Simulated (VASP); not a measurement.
# BN (Qingsongite) (F-43m) in VASP: settings compared

The runs below take BN (Qingsongite) through single point, with PBE, r2SCAN.

Program: VASP 6.6.1. These are calculated values, not measurements. Logs are shortened: lines on timing, memory, paths and dates and some standing lists are left out, and cuts for length are marked.

## (1) The cell of the first run

Symmetry: F-43m, No. 216, cubic system. The conventional cell has a = 3.696 Å, b = 3.696 Å, c = 3.696 Å, α = 90.00°, β = 90.00°, γ = 90.00°. B (site symmetry -43m) has 4 N at 1.60 Å within 2.1 Å. N (site symmetry -43m) has 4 B at 1.60 Å within 2.1 Å.

## (2) Single point, PBE (volume changed by +6%)

INCAR reads:

```
SYSTEM = BN
  PREC = Accurate
  ENCUT = 520
  EDIFF = 1E-6
  ISMEAR = 0
  SIGMA = 0.01
  LREAL = .False.
  LASPH = .True.
  NELM = 100
  ALGO = Normal
  ISIF = 2
  LWAVE = .False.
  LCHARG = .False.
  GGA = PE
  NBANDS = 11
```

KPOINTS reads:

```
regular mesh
0
Gamma
  10 10 10
  0 0 0
```

POSCAR reads:

```
BN
1.0
    0.0000000000      1.8478950949      1.8478950949
    1.8478950949      0.0000000000      1.8478950949
    1.8478950949      1.8478950949      0.0000000000
B N
1 1
Direct
    0.0000000000      0.0000000000      0.0000000000
    0.2500000000      0.2500000000      0.2500000000
```

Potentials or basis: VASP PAW PBE potentials, release 64 (B, N).

Run with:

```bash
$ cat potpaw_PBE.64/B/POTCAR potpaw_PBE.64/N/POTCAR > POTCAR
$ mpirun -np 1 vasp_std > vasp.out
```

OUTCAR:

```text
SYSTEM = BN
   PREC = Accurate
   ENCUT = 520
   EDIFF = 1E-6
   ISMEAR = 0
   LREAL = .False.
   LASPH = .True.
   NELM = 100
   ISIF = 2
   GGA = PE

 ion  position               nearest neighbor table
   1  0.000  0.000  0.000-   2 1.60   2 1.60   2 1.60   2 1.60
   2  0.250  0.250  0.250-   1 1.60   1 1.60   1 1.60   1 1.60

  LATTYP: Found a face centered cubic cell.
 ALAT       =     3.6957901898

  Lattice vectors:

 A1 = (   0.0000000000,   1.8478950949,   1.8478950949)
 A2 = (   1.8478950949,   0.0000000000,   1.8478950949)
 A3 = (   1.8478950949,   1.8478950949,   0.0000000000)

Analysis of symmetry for initial positions (statically):
[... 5 lines left out ...]
 face centered cubic supercell.

 Subroutine GETGRP returns: Found 24 space group operations
 (whereof 24 operations were pure point group operations)
 out of a pool of 48 trial point group operations.

The static configuration has the point symmetry T_d .

Analysis of symmetry for dynamics (positions and initial velocities):
[... 5 lines left out ...]
 face centered cubic supercell.

 Subroutine GETGRP returns: Found 24 space group operations
 (whereof 24 operations were pure point group operations)
 out of a pool of 48 trial point group operations.

The dynamic configuration has the point symmetry T_d .

 Subroutine INISYM returns: Found 24 space group operations
 (whereof 24 operations are pure point group operations),
 and found     1 'primitive' translations

----------------------------------------------------------------------------------------

                                     Primitive cell

  volume of cell :      12.6201

  direct lattice vectors                    reciprocal lattice vectors
     0.000000000  1.847895095  1.847895095    -0.270578130  0.270578130  0.270578130
     1.847895095  0.000000000  1.847895095     0.270578130 -0.270578130  0.270578130
     1.847895095  1.847895095  0.000000000     0.270578130  0.270578130 -0.270578130

  length of vectors
     2.613318305  2.613318305  2.613318305     0.468655069  0.468655069  0.468655069

  position of ions in fractional coordinates (direct lattice)
     0.000000000  0.000000000  0.000000000
     0.250000000  0.250000000  0.250000000

  ion indices of the primitive-cell ions
   primitive index   ion index
                 1           1
                 2           2

----------------------------------------------------------------------------------------

 KPOINTS: regular mesh

Automatic generation of k-mesh.
 Grid dimensions read from file:
 generate k-points for:   10   10   10

 Generating k-lattice:

  Cartesian coordinates                     Fractional coordinates (reciprocal lattice)
    -0.027057813  0.027057813  0.027057813     0.100000000  0.000000000  0.000000000
     0.027057813 -0.027057813  0.027057813     0.000000000  0.100000000  0.000000000
     0.027057813  0.027057813 -0.027057813     0.000000000  0.000000000  0.100000000

  Length of vectors
     0.046865507  0.046865507  0.046865507

  Shift w.r.t. Gamma in fractional coordinates (k-lattice)
     0.000000000  0.000000000  0.000000000

 Subroutine IBZKPT returns following result:
 ===========================================

 Found     47 irreducible k-points:

 Following reciprocal coordinates:
            Coordinates               Weight
  0.000000  0.000000  0.000000      1.000000
  0.100000  0.000000  0.000000      8.000000
  0.200000  0.000000  0.000000      8.000000
  0.300000  0.000000  0.000000      8.000000
  0.400000  0.000000  0.000000      8.000000
  0.500000  0.000000  0.000000      4.000000
[... 16 lines left out ...]
  0.300000  0.300000  0.000000      6.000000
  0.400000  0.300000  0.000000     24.000000
 [... further k-points ...]
   k-points           NKPTS =     47   k-points in BZ     NKDIM =     47   number of bands    NBANDS=     11
   number of dos      NEDOS =    301   number of ions     NIONS =      2
   total plane-waves  NPLWV =   8000
   dimension x,y,z NGX =    20 NGY =   20 NGZ =   20
   dimension x,y,z NGXF=    40 NGYF=   40 NGZF=   40
   ions per type =               1   1
   NGX,Y,Z   is equivalent  to a cutoff of  12.72, 12.72, 12.72 a.u.
   NGXF,Y,Z  is equivalent  to a cutoff of  25.45, 25.45, 25.45 a.u.
 SYSTEM =  BN
   PREC   = accura    normal or accurate (medium, high low for compatibility)
   ISTART =      0    job   : 0-new  1-cont  2-samecut
   ICHARG =      2    charge: 1-file 2-atom 10-const
   ISPIN  =      1    spin polarized calculation?
   LNONCOLLINEAR =      F non collinear calculations
   LSORBIT =      F    spin-orbit coupling
   LASPH  =      T    aspherical Exc in radial PAW
   ENCUT  =  520.0 eV  38.22 Ry    6.18 a.u.   4.86  4.86  4.86*2*pi/ulx,y,z
   NELM   =    100;   NELMIN=  2; NELMDL= -5     # of ELM steps
   EDIFF  = 0.1E-05   stopping-criterion for ELM
   LREAL  =      F    real-space projection
   EDIFFG = 0.1E-04   stopping-criterion for IOM
   NSW    =      0    number of steps for IOM
   IBRION =     -1    ionic relax: 0-MD 1-quasi-New 2-CG
   NFREE  =      0    steps in history (QN), initial steepest desc. (CG)
   ISIF   =      2    stress and relaxation
   ISYM   =      2    0-nonsym 1-usesym 2-fastsym
   POTIM  = 0.5000    time-step for ionic-motion
   TEBEG  =    0.0;   TEEND  =   0.0 temperature during run
   PSTRESS=    0.0 pullay stress
   NELECT =       8.0000    total number of electrons
   NUPDOWN=      -1.0000    fix difference up-down
   EMIN   =  10.00;   EMAX   =-10.00  energy-range for DOS
   EFERMI =   0.00;   METHOD = LEGACY
   ISMEAR =     0;   SIGMA  =   0.01  broadening in eV -4-tet -1-fermi 0-gaus
   EFERMI_NEDOS =   21; number of points for ismear=-14 and -15
   IALGO  =     38    algorithm
   IMIX   =      4    mixing-type and parameters
     AMIX     =   0.40;   BMIX     =  1.00
     AMIX_MAG =   1.60;   BMIX_MAG =  1.00
  volume/ion in A,a.u.               =       6.31        42.58
  Fermi-wavevector in a.u.,A,eV,Ry     =   1.406320  2.657560 26.908735  1.977736
  Thomas-Fermi vector in A             =   2.528692
   LORBIT       =      0    0 simple, 1 ext, 2 COOP (PROOUT), +10 PAW based schemes
   GGA     = PE    functional components
   LHFCALC =     F    Hartree Fock is set to
   AEXX    =    0.0000 exact exchange contribution
   IVDW    =     0    specifies the selected vdW correction
   LEPSILON=     F    determine dielectric tensor
   LRPA    =     F    only Hartree local field effects (RPA)
 non-spin polarized calculation
 Gauss-broadening in eV      SIGMA  =   0.01
  energy-cutoff  :      520.00
  volume of cell :       12.62
 maximum number of plane-waves:       348
   NGX =  9   NGY =  9   NGZ =  9

 number of electron       8.0000002 magnetization

 Free energy of the ion-electron system (eV)
  ---------------------------------------------------
  ext. energy  EPLUGINS =         0.00000000
  ---------------------------------------------------
  free energy    TOTEN  =       -17.40746732 eV

  energy without entropy =      -17.40746732  energy(sigma->0) =      -17.40746732

 E-fermi :   6.7922     XC(G=0): -12.4975

 val. band max:        6.6080949425   @ k =   0.0000   0.0000   0.0000
 cond. band min:      10.9940071102   @ k =   0.5000   0.5000   0.0000
 fundamental gap:      4.3859121676
 Fermi energy:         6.7922323265

 k-point     1 :       0.0000    0.0000    0.0000
  band No.  band energies     occupation
      1     -12.8883      2.00000
      2       6.6081      2.00000
      3       6.6081      2.00000
      4       6.6081      2.00000
      5      15.1129      0.00000
      6      15.1129      0.00000
      7      15.1129      0.00000
      8      15.8999      0.00000
      9      30.1376      0.00000
     10      33.5816      0.00000
     11      33.5816      0.00000

 k-point     2 :       0.1000    0.0000    0.0000
  band No.  band energies     occupation
      1     -12.6583      2.00000
      2       5.3908      2.00000
      3       6.3720      2.00000
      4       6.3720      2.00000
      5      15.2322      0.00000
      6      15.4695      0.00000
      7      15.4695      0.00000
      8      16.7939      0.00000
      9      30.0157      0.00000
     10      31.1124      0.00000
     11      31.1124      0.00000

 k-point     3 :       0.2000    0.0000    0.0000
  band No.  band energies     occupation
      1     -11.9827      2.00000
      2       2.8014      2.00000
      3       5.8387      2.00000
      4       5.8387      2.00000
      5      15.4433      0.00000
      6      16.2161      0.00000
      7      16.2161      0.00000
      8      18.5237      0.00000
      9      29.5183      0.00000
     10      29.6995      0.00000
     11      29.6995      0.00000

 k-point     4 :       0.3000    0.0000    0.0000
  band No.  band energies     occupation
      1     -10.9223      2.00000
      2      -0.0023      2.00000
      3       5.2958      2.00000
      4       5.2958      2.00000
      5      15.6734      0.00000
      6      16.7703      0.00000
      7      16.7703      0.00000
      8      19.9967      0.00000
      9      29.0277      0.00000
     10      29.8908      0.00000
     11      29.8908      0.00000
[... 239 lines left out ...]
 k-point    22 :      -0.2000    0.2000    0.0000
  band No.  band energies     occupation
      1     -10.5711      2.00000
      2       0.7145      2.00000
      3       2.5947      2.00000
      4       5.3929      2.00000
      5      16.6392      0.00000
      6      17.1255      0.00000
      7      17.4960      0.00000
      8      19.4657      0.00000
      9      27.4330      0.00000
     10      28.1585      0.00000
     11      32.0875      0.00000

 k-point    23 :       0.3000    0.3000    0.0000
  band No.  band energies     occupation
      1     -10.2807      2.00000
      2       1.5283      2.00000
      3       3.1897      2.00000
      4       3.1897      2.00000
      5      12.5380      0.00000
      6      16.9057      0.00000
      7      20.5994      0.00000
      8      20.5994      0.00000
      9      24.4687      0.00000
     10      32.6084      0.00000
     11      37.5021      0.00000

 k-point    24 :       0.4000    0.3000    0.0000
  band No.  band energies     occupation
      1      -9.3481      2.00000
      2       0.0839      2.00000
      3       2.3786      2.00000
      4       2.8039      2.00000
      5      12.5187      0.00000
      6      16.7965      0.00000
      7      21.2458      0.00000
      8      21.3913      0.00000
      9      25.3453      0.00000
     10      32.3475      0.00000
     11      37.3275      0.00000

 [... further k-points ...]
[... 5 lines left out ...]
  --------------------------------------------------------------------------------------
  -------------------------------------------------------------------------------------
  Total       -1.5248633     -1.5248633     -1.5248633      0.0000000      0.0000000      0.0000000
  in kB     -193.5885076   -193.5885076   -193.5885076      0.0000000      0.0000000      0.0000000
  external PRESSURE =    -193.5885076 kB  Pullay stress =       0.0000000 kB

 VOLUME and BASIS-vectors are now :
 -----------------------------------------------------------------------------
  energy-cutoff  :      520.00
  volume of cell :       12.62
      direct lattice vectors                 reciprocal lattice vectors
     0.000000000  1.847895095  1.847895095    -0.270578130  0.270578130  0.270578130
     1.847895095  0.000000000  1.847895095     0.270578130 -0.270578130  0.270578130
     1.847895095  1.847895095  0.000000000     0.270578130  0.270578130 -0.270578130

 POSITION                                       TOTAL-FORCE (eV/Angst)
 -----------------------------------------------------------------------------------
      0.00000      0.00000      0.00000        -0.000000     -0.000000      0.000000
      0.92395      0.92395      0.92395         0.000000      0.000000     -0.000000
 -----------------------------------------------------------------------------------
    total drift:                               -0.000000     -0.000000      0.000000

  FREE ENERGIE OF THE ION-ELECTRON SYSTEM (eV)
  ---------------------------------------------------
  free  energy   TOTEN  =       -17.4074673166 eV

  energy  without entropy=      -17.4074673166  energy(sigma->0) =      -17.40746732
```

Wall time 4.2 s (1 thread of Intel Xeon 6975P-C, shared host); peak memory 0.12 GiB.

Results:

| Property | Result |
| --- | --- |
| Free energy | -17.4075 eV |
| Pressure | -19.4 GPa |
| Band gap on the k mesh | 4.39 eV, indirect (least direct gap 8.50 eV) |

Levels at points of the mesh, in eV from the valence-band top:
| k point | band 1 | band 2 | band 3 | band 4 | band 5 | band 6 | band 7 | band 8 | band 9 |
| --- | --- | --- | --- | --- | --- | --- | --- | --- | --- |
| (0.00, 0.00, 0.00) | -19.50 | 0.00 | 0.00 | 0.00 | 8.50 | 8.50 | 8.50 | 9.29 | 23.53 |
| (0.50, 0.00, 0.00) | -15.59 | -10.10 | -1.82 | -1.82 | 9.30 | 10.34 | 10.34 | 14.58 | 22.54 |
| (0.50, 0.50, 0.00) | -14.31 | -8.50 | -4.59 | -4.59 | 4.39 | 8.85 | 16.92 | 16.92 | 19.70 |

Caveat: the cell differs from its parent crystal (volume changed by +6%).

## (3) Single point, PBE

This run uses another cell than the first one, of 5.88 Å³/atom, 0.932 times its volume.

INCAR reads:

```
SYSTEM = BN
PREC     = Accurate       ! precision mode
ENCUT    = 520            ! plane-wave cutoff, eV
EDIFF    = 1E-6           ! SCF threshold, eV
ISMEAR   = 0              ! smearing method
SIGMA    = 0.01           ! smearing width, eV
LREAL    = .FALSE.        ! projectors in reciprocal space
LASPH    = .TRUE.         ! aspherical terms in the spheres
NELM     = 60             ! most SCF steps
ALGO     = Normal         ! electronic algorithm
ISIF     = 2              ! what is computed and relaxed
LWAVE    = .FALSE.        ! write WAVECAR
LCHARG   = .FALSE.        ! write CHGCAR
GGA      = PE             ! functional
NBANDS   = 11             ! bands
```

KPOINTS reads:

```
regular mesh
0
G
  12 12 12
  0 0 0
```

POSCAR reads:

```
BN
1.0
    0.0000000000      1.8048245560      1.8048245560
    1.8048245560      0.0000000000      1.8048245560
    1.8048245560      1.8048245560      0.0000000000
B N
1 1
Direct
    0.0000000000      0.0000000000      0.0000000000
    0.2500000000      0.2500000000      0.2500000000
```

Potentials or basis: VASP PAW PBE potentials, release 64 (B, N).

Run with:

```bash
$ cat potpaw_PBE.64/B/POTCAR potpaw_PBE.64/N/POTCAR > POTCAR
$ mpirun -np 1 vasp_std > vasp.out
```

Wall time 5.9 s (1 thread of Intel Xeon 6975P-C, shared host); peak memory 0.12 GiB.

It converged, with:

- Free energy: -17.4483 eV
- Pressure: 5.0 GPa
- Band gap on the k mesh: 4.46 eV, indirect (least direct gap 8.84 eV)

Levels at points of the mesh, in eV from the valence-band top:
| k point | band 2 | band 3 | band 4 | band 5 | band 6 | band 7 |
| --- | --- | --- | --- | --- | --- | --- |
| (0.00, 0.00, 0.00) | 0.00 | 0.00 | 0.00 | 8.84 | 8.84 | 8.84 |
| (0.50, 0.00, 0.00) | -10.73 | -1.95 | -1.95 | 10.20 | 10.73 | 10.73 |
| (0.50, 0.50, 0.00) | -8.94 | -4.93 | -4.93 | 4.46 | 9.26 | 17.99 |

A k mesh can miss the band edges.

## (4) Single point, r2SCAN (volume changed by -6%)

POSCAR reads:

```
BN
1.0
    0.0000000000      1.7679810637      1.7679810637
    1.7679810637      0.0000000000      1.7679810637
    1.7679810637      1.7679810637      0.0000000000
B N
1 1
Direct
    0.0000000000      0.0000000000      0.0000000000
    0.2500000000      0.2500000000      0.2500000000
```

INCAR.step1 reads:

```
  ALGO = Normal
  EDIFF = 1E-4
  ENCUT = 520
  GGA = PE
  ISMEAR = 0
  LASPH = T
  LCHARG = F
  LREAL = F
  LWAVE = T
  NBANDS = 11
  NELM = 80
  PREC = Accurate
  SIGMA = 0.01
```

INCAR.step2 reads:

```
  ALGO = Normal
  EDIFF = 1E-7
  ENCUT = 520
  ISIF = 2
  ISMEAR = 0
  ISTART = 1
  LASPH = T
  LCHARG = F
  LMIXTAU = T
  LREAL = F
  LWAVE = F
  METAGGA = R2SCAN
  NBANDS = 11
  NELM = 80
  PREC = Accurate
  SIGMA = 0.01
```

KPOINTS reads:

```
k-points
0
Gamma
  10 10 10
```

Potentials or basis: VASP PAW PBE potentials, release 64 (B, N).

Run with:

```bash
$ cat potpaw_PBE.64/B/POTCAR potpaw_PBE.64/N/POTCAR > POTCAR
$ cp INCAR.step1 INCAR
$ mpirun -np 1 vasp_std > vasp.out
$ cp INCAR.step2 INCAR
$ mpirun -np 1 vasp_std > vasp.out
```

OUTCAR:

```text
EDIFF = 1E-7
   ENCUT = 520
   ISIF = 2
   ISMEAR = 0
   ISTART = 1
   LASPH = T
   LREAL = F
   METAGGA = R2SCAN
   NELM = 80
   PREC = Accurate

 ion  position               nearest neighbor table
   1  0.000  0.000  0.000-   2 1.53   2 1.53   2 1.53   2 1.53
   2  0.250  0.250  0.250-   1 1.53   1 1.53   1 1.53   1 1.53

  LATTYP: Found a face centered cubic cell.
 ALAT       =     3.5359621274

  Lattice vectors:

 A1 = (   0.0000000000,   1.7679810637,   1.7679810637)
[... 521 lines left out ...]

------------------------ aborting loop because EDIFF is reached ----------------------------------------

  FORCE on cell =-STRESS in cart. coord.  units (eV):
  Direction    XX          YY          ZZ          XY          YZ          ZX
  --------------------------------------------------------------------------------------
  -------------------------------------------------------------------------------------
  Total        1.9673458      1.9673458      1.9673458      0.0000000      0.0000000      0.0000000
  in kB      285.1861653    285.1861653    285.1861653      0.0000000      0.0000000      0.0000000
  external PRESSURE =     285.1861653 kB  Pullay stress =       0.0000000 kB

 VOLUME and BASIS-vectors are now :
 -----------------------------------------------------------------------------
  energy-cutoff  :      520.00
  volume of cell :       11.05
      direct lattice vectors                 reciprocal lattice vectors
     0.000000000  1.767981064  1.767981064    -0.282808459  0.282808459  0.282808459
     1.767981064  0.000000000  1.767981064     0.282808459 -0.282808459  0.282808459
     1.767981064  1.767981064  0.000000000     0.282808459  0.282808459 -0.282808459

 POSITION                                       TOTAL-FORCE (eV/Angst)
 -----------------------------------------------------------------------------------
      0.00000      0.00000      0.00000        -0.000000     -0.000000     -0.000000
      0.88399      0.88399      0.88399         0.000000      0.000000      0.000000
 -----------------------------------------------------------------------------------
    total drift:                                0.000000      0.000000      0.000000

  FREE ENERGIE OF THE ION-ELECTRON SYSTEM (eV)
  ---------------------------------------------------
  free  energy   TOTEN  =       -19.1072871188 eV

  energy  without entropy=      -19.1072871188  energy(sigma->0) =      -19.10728712
```

OSZICAR.step1:

```text
N       E                     dE             d eps       ncg     rms          rms(c)
DAV:   1     0.122987894959E+02    0.12299E+02   -0.51016E+03  1058   0.728E+02
DAV:   2    -0.178742867527E+02   -0.30173E+02   -0.29332E+02  1262   0.170E+02
DAV:   3    -0.184429827372E+02   -0.56870E+00   -0.56770E+00  1241   0.199E+01
DAV:   4    -0.184436820518E+02   -0.69931E-03   -0.69931E-03  1082   0.764E-01
DAV:   5    -0.184436825841E+02   -0.53230E-06   -0.53230E-06  1171   0.217E-02    0.710E+00
DAV:   6    -0.174790837087E+02    0.96460E+00   -0.28394E+00  1070   0.101E+01    0.352E+00
DAV:   7    -0.173839440636E+02    0.95140E-01   -0.13873E-01  1169   0.300E+00    0.202E+00
DAV:   8    -0.173677761319E+02    0.16168E-01   -0.38230E-02  1168   0.144E+00    0.231E-01
DAV:   9    -0.173680020540E+02   -0.22592E-03   -0.86615E-04  1094   0.263E-01    0.898E-02
DAV:  10    -0.173680803655E+02   -0.78311E-04   -0.11135E-04  1122   0.899E-02
   1 F= -.17368080E+02 E0= -.17368080E+02  d E =0.000000E+00
```

Run time: 21 s. Hardware: 1 thread of Intel Xeon 6975P-C, shared host; peak memory 0.12 GiB.

What came out:

```
Free energy            : -19.1073 eV
Pressure               : 28.5 GPa
Band gap on the k mesh : 5.05 eV, indirect (least direct gap 9.85 eV)
```

Levels at points of the mesh, in eV from the valence-band top:
```
           k point  band 1  band 2  band 3  band 4  band 5  band 6  band 7  band 8
(0.00, 0.00, 0.00)  -22.08    0.00    0.00    0.00    9.85    9.85    9.85   12.23
(0.50, 0.00, 0.00)  -17.46  -11.72   -2.15   -2.15   11.70   11.84   11.84   17.13
(0.50, 0.50, 0.00)  -15.94   -9.78   -5.44   -5.44    5.05   10.20   20.35   20.35
```

Caveat: the cell differs from its parent crystal (volume changed by -6%); the PAW data sets were made with another functional, which shifts forces and pressure a little.

(Continued in part 2 of 2.)
